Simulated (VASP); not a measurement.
**Sn3Mo2: single point with PBE**

The system is Sn3Mo2.

```
Sn Mo
1.0
     5.24624    0.00000    0.00000
     0.00000    5.24624    0.00000
     0.00000    0.00000    5.24624
Sn Mo
3 2
Cartesian
  0.0000 2.6231 2.6231
  2.6231 0.0000 2.6231
  2.6231 2.6231 0.0000
  0.0000 0.0000 0.0000
  2.6231 2.6231 2.6231
```

The cell was generated, and may not be a known phase.

| Property | Result |
| --- | --- |
| Program | VASP 6.6.1 |
| Task | single point |
| Functional | PBE |
| Potentials or basis | VASP PAW PBE potentials, release 64 (Sn_d, Mo_sv) |
| Cutoff | 520 eV |
| k mesh | 8 × 8 × 8 |
| Occupations | gaussian, width 0.1 eV |
| Spin | collinear spin |
| Starting moments | [0.0, 0.0, 0.0, 4.55, 0.52] μB |
| Dipole correction | no |
| Further INCAR settings | ALGO = Fast; EDIFF = 1e-06; NBANDS = 47 |

- Pressure: 0.0 GPa
- Net moment: 5.56 μB per cell
- Site moments: Sn +0.01; Mo +3.81, +0.64 μB
- Valence electrons inside the program's atomic spheres: Sn 12.26; Mo 12.10, 12.62

Levels at points of the mesh, in eV from the Fermi level:
Spin up:
| k point | band 36 | band 37 | band 38 | band 39 | band 40 | band 41 |
| --- | --- | --- | --- | --- | --- | --- |
| (0.00, 0.00, 0.00) | -0.44 | -0.44 | -0.28 | 1.59 | 1.59 | 1.59 |
| (0.50, 0.00, 0.00) | -0.65 | 0.03 | 0.03 | 1.79 | 2.02 | 2.02 |
| (0.50, 0.50, 0.00) | -0.56 | -0.11 | -0.04 | -0.04 | 0.03 | 3.02 |
| (0.50, 0.50, 0.50) | -0.84 | -0.84 | -0.84 | 0.93 | 0.93 | 0.93 |
Spin down:
| k point | band 30 | band 31 | band 32 | band 33 | band 34 | band 35 |
| --- | --- | --- | --- | --- | --- | --- |
| (0.00, 0.00, 0.00) | -0.29 | -0.29 | -0.29 | 1.01 | 1.01 | 1.33 |
| (0.50, 0.00, 0.00) | -1.61 | -1.61 | -0.58 | -0.58 | -0.19 | 1.52 |
| (0.50, 0.50, 0.00) | -1.77 | -1.77 | -0.04 | 0.20 | 0.20 | 0.96 |
| (0.50, 0.50, 0.50) | -3.32 | -2.11 | -2.11 | 0.71 | 1.55 | 1.55 |

Wall time 9.6 min on 1 thread of Oxide Virtual Turin-like Processor, on a shared host, peak memory 0.45 GiB.

Caveat: spin-orbit coupling is left out, which moves the levels of the heavy elements.
